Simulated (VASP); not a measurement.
## BeTe: single point with RPBE+D4

The system is BeTe.

```
Te Be
1.0
     0.00000    2.77980    2.77980
     2.77980    0.00000    2.77980
     2.77980    2.77980    0.00000
Te Be
1 1
Direct
  0.75000 0.75000 0.75000
  0.00000 0.00000 0.00000
```

- Program: VASP 6.6.1
- Task: single point
- Functional: RPBE
- Dispersion: D4
- Potentials or basis: VASP PAW PBE potentials, release 64 (Te, Be)
- Cutoff: 600 eV
- k mesh: 8 × 8 × 8
- Occupations: fermi-dirac, width 0.05 eV
- Spin: no spin polarisation
- Dipole correction: no
- Further INCAR settings: ALGO = Normal; EDIFF = 1e-06; NBANDS = 11

```
Pressure                   : 0.1 GPa
Band gap on the k mesh     : 1.96 eV (least direct gap 3.60 eV)
Dispersion energy per atom : -0.639 eV
```

Levels at points of the mesh, in eV from the valence-band top:
```tsv
k point	band 1	band 2	band 3	band 4	band 5	band 6	band 7	band 8
(0.00, 0.00, 0.00)	-12.54	0.00	0.00	0.00	3.60	3.60	3.60	4.20
(0.50, 0.00, 0.00)	-11.09	-5.78	-1.20	-1.20	3.22	4.60	4.60	7.94
(0.50, 0.50, 0.00)	-10.56	-5.33	-2.79	-2.79	1.96	2.65	10.01	10.01
```

Run time: 6.6 s on 1 thread of Intel(R) Xeon(R) 6975P-C (Granite Rapids), on a shared host, peak memory 0.18 GiB.

Caveat: the PAW data sets were made with another functional, which shifts forces and pressure a little; spin-orbit coupling is left out, which moves the levels of the heavy elements. A hybrid or GW would open this gap; RPBE tends to underestimate it.
